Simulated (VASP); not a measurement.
AgPt3, 4 atoms in the cell. It takes space group P4/mmm (No. 123, tetragonal). Conventional cell: a = 3.978 Å, b = 3.978 Å, c = 3.900 Å, α = 90.00°, β = 90.00°, γ = 90.00°. Within 3.7 Å of Ag (site symmetry 4/mmm) lie 12 Pt at 2.79 to 2.81 Å. Pt (site symmetry mmm) has 4 Ag at 2.79 Å and 8 Pt at 2.79 to 2.81 Å within 3.7 Å. Within 3.7 Å of Pt (site symmetry 4/mmm) lie 8 Pt at 2.79 Å and 4 Ag at 2.81 Å.  This cell differs from its parent crystal: equal xx and yy strain of +2 %.

```yaml
Program: VASP 6.6.1
Task: electric field gradients
Functional: LDA
Potentials_or_basis: VASP PAW LDA potentials, release 64 (Ag, Pt)
Cutoff: 520 eV
k_mesh: 9 × 9 × 9
Occupations: fermi-dirac, width 0.08 eV
Spin: no spin polarisation
Dipole_correction: no
Further_INCAR_settings: ALGO = Normal; EDIFF = 1e-08; NBANDS = 28
```

Potentials or basis: VASP PAW LDA potentials, release 64 (Ag, Pt).

Command:

```bash
$ cat potpaw_LDA.64/Ag/POTCAR potpaw_LDA.64/Pt/POTCAR > POTCAR
$ mpirun -np 1 vasp_std > vasp.out
```

Hardware: 1 thread of Intel(R) Xeon(R) Platinum 8259CL CPU @ 2.50GHz (Skylake/Cascade Lake) (shared host).

**Question.** How long does it take, and how much memory?

**Answer.** It took 2.9 min on 1 thread of Intel(R) Xeon(R) Platinum 8259CL CPU @ 2.50GHz (Skylake/Cascade Lake) (shared host), peak memory 0.23 GiB. Counts: scf iterations 15, k points 75.
